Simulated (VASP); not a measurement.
Input of a VASP 6.6.1 run:

File POSCAR:

```
CuI3
1.0
    5.5162924500      0.0000000000      0.0000000000
    0.0000000000      5.5162924500      0.0000000000
    0.0000000000      0.0000000000      5.5162924500
Cu I
1 3
Direct
    0.0000000000      0.0000000000      0.0000000000
    0.5000000000      0.0000000000      0.0000000000
    0.0000000000      0.0000000000      0.5000000000
    0.0000000000      0.5000000000      0.0000000000
```

File INCAR.step1:

```
PREC = Accurate ; ENCUT = 520
ISMEAR = 0 ; SIGMA = 0.05
LREAL = False ; LASPH = True
NELM = 150 ; ISPIN = 2
MAGMOM = -0.21 -0.26 -0.26 -0.26 ; LMAXMIX = 4
LDAU = True ; LDAUTYPE = 2
LDAUL = 2 -1 ; LDAUU = 2.5 0
LDAUJ = 0 0 ; NBANDS = 28
GGA = PE ; ALGO = Normal
EDIFF = 1E-4 ; LWAVE = True
LCHARG = False
```

The input INCAR.step2:

```
PREC = Accurate ; ENCUT = 520
EDIFF = 1E-6 ; ISMEAR = 0
SIGMA = 0.05 ; LREAL = False
LASPH = True ; NELM = 150
ALGO = Normal ; ISIF = 2
LWAVE = False ; LCHARG = True
ISPIN = 2 ; MAGMOM = -0.21 -0.26 -0.26 -0.26
LORBIT = 11 ; LMAXMIX = 4
LDAU = True ; LDAUTYPE = 2
LDAUL = 2 -1 ; LDAUU = 2.5 0
LDAUJ = 0 0 ; LDAUPRINT = 1
METAGGA = R2SCAN ; LMIXTAU = True
LELF = True ; LVHAR = True
NBANDS = 28 ; ISTART = 1
```

File KPOINTS:

```
Automatic mesh
0
Gamma
  4 4 4
```

Potentials or basis: VASP PAW PBE potentials, release 64 (Cu, I).

Launch:

```sh
$ cat potpaw_PBE.64/Cu/POTCAR potpaw_PBE.64/I/POTCAR > POTCAR
$ cp INCAR.step1 INCAR
$ mpirun -np 1 vasp_std > vasp.out
$ cp INCAR.step2 INCAR
$ mpirun -np 1 vasp_std > vasp.out
```

(1) Estimate the pressure.

(2) Predict the net moment.

(3) Predict the site moments.

Answers

(1) -0.9 GPa.

(2) -1.28 μB per cell.

(3) Cu -0.21; I -0.25 μB.

Caveat: the PAW data sets were made with another functional, which shifts forces and pressure a little.
